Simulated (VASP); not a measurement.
## ZnCd2Se3: single point with PBEsol

Crystal: ZnCd2Se3.

```
CELL_PARAMETERS angstrom
-1.92153 2.84166 5.83170
1.92131 -2.84150 5.83170
1.92074 2.84212 -5.83178
ATOMIC_POSITIONS crystal
Zn 0.95414 0.00098 0.95820
Cd 0.66546 0.67118 0.99944
Cd 0.32517 0.33084 0.99939
Se 0.51711 0.00106 0.52126
Se 0.16227 0.65513 0.51174
Se 0.85352 0.34676 0.51211
```

```json
{
 "Program": "VASP 6.6.1",
 "Task": "single point",
 "Functional": "PBEsol",
 "Potentials or basis": "VASP PAW PBE potentials, release 64 (Zn, Cd, Se)",
 "Cutoff": "520 eV",
 "k mesh": "6 × 6 × 6",
 "Occupations": "fermi-dirac, width 0.05 eV",
 "Spin": "no spin polarisation"
}
```

```json
{
  "Pressure": "0.4 GPa",
  "Largest force": "0.017 eV/Å",
  "Band gap on the k mesh": "zero (band 27 reaches 2.93 eV, above the bottom of band 28 at 2.24 eV)"
}
```

Forces in eV/Å, atoms in the order of the input:
```
Zn   0.000  0.015  0.001
Cd   0.000  0.004  0.005
Cd   0.000  0.004 -0.005
Se   0.000 -0.013  0.000
Se   0.000 -0.004 -0.017
Se   0.000 -0.004  0.016
```

Levels at points of the mesh, in eV from the Fermi level:
| k point | band 25 | band 26 | band 27 | band 28 | band 29 | band 30 |
| --- | --- | --- | --- | --- | --- | --- |
| (0.00, 0.00, 0.00) | -0.79 | -0.65 | -0.56 | 0.28 | 2.19 | 2.43 |
| (0.50, 0.00, 0.00) | -1.09 | -0.27 | -0.05 | 2.46 | 2.68 | 3.12 |
| (0.00, 0.50, 0.00) | -2.31 | -1.45 | -1.31 | -0.67 | 2.60 | 2.60 |
| (0.50, 0.50, 0.00) | -1.91 | -0.35 | -0.05 | 2.22 | 2.82 | 3.02 |
| (0.00, 0.00, 0.50) | -1.91 | -0.35 | -0.05 | 2.22 | 2.82 | 3.02 |
| (0.50, 0.00, 0.50) | -2.31 | -1.45 | -1.31 | -0.67 | 2.60 | 2.60 |
| (0.00, 0.50, 0.50) | -1.09 | -0.27 | -0.05 | 2.46 | 2.68 | 3.12 |
| (0.50, 0.50, 0.50) | -1.46 | -0.48 | -0.14 | 0.07 | 3.53 | 3.77 |

Run time: 7 min on 1 thread of Intel(R) Xeon(R) 6975P-C (Granite Rapids), with other jobs on the host, peak memory 0.66 GiB.

Caveat: the PAW data sets were made with another functional, which shifts forces and pressure a little.
